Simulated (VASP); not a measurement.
Set up this calculation in VASP 6.6.1, as the native input.

```
Task                   : single point
Functional             : LDA
Potentials or basis    : VASP PAW LDA potentials, release 64 (Bi_d)
Cutoff                 : 500 eV
k mesh                 : 14 × 14 × 14
Occupations            : fermi-dirac, width 0.1 eV
Spin                   : no spin polarisation
Dipole correction      : no
Further INCAR settings : ALGO = Normal; EDIFF = 1e-06; NBANDS = 14
```

The structure of Bi lies in POSCAR:

```
Bi
1.0
   -1.8902447292      1.8902447292      1.8902447292
    1.8902447292     -1.8902447292      1.8902447292
    1.8902447292      1.8902447292     -1.8902447292
Bi
1
Direct
    0.0000000000      0.0000000000      0.0000000000
```

This isn't the form of Bi at room conditions, which is rhombohedral.

The input as run:

INCAR

```
SYSTEM = Bi
ALGO     = Normal         ! electronic algorithm
EDIFF    = 1E-6           ! SCF threshold, eV
ENCUT    = 500            ! plane-wave cutoff, eV
GGA      = CA             ! functional
GGA_COMPAT= .False.      
ISIF     = 2              ! what is computed and relaxed
ISMEAR   = -1             ! smearing method
LASPH    = .True.         ! aspherical terms in the spheres
LCHARG   = .False.        ! write CHGCAR
LREAL    = .False.        ! projectors in reciprocal space
LWAVE    = .False.        ! write WAVECAR
NBANDS   = 14             ! bands
NELM     = 120            ! most SCF steps
PREC     = Accurate       ! precision mode
SIGMA    = 0.1            ! smearing width, eV
```

KPOINTS

```
k-points
0
Gamma
  14 14 14
  0 0 0
```

Potentials or basis: VASP PAW LDA potentials, release 64 (Bi_d).

The run is started by

```sh
$ cat potpaw_LDA.64/Bi_d/POTCAR > POTCAR
$ mpirun -np 1 vasp_std > vasp.out
```

Results of the run:

| Property | Result |
| --- | --- |
| Pressure | 6.4 GPa |
| Band gap on the k mesh | zero (an odd number of electrons rules out a gap without spin polarisation) |

Caveat: the cell stands under pressure; spin-orbit coupling is left out, which moves the levels of the heavy elements.

Wall time 20 s on 1 thread of Intel Xeon 8259CL, on a shared host, peak memory 0.15 GiB.
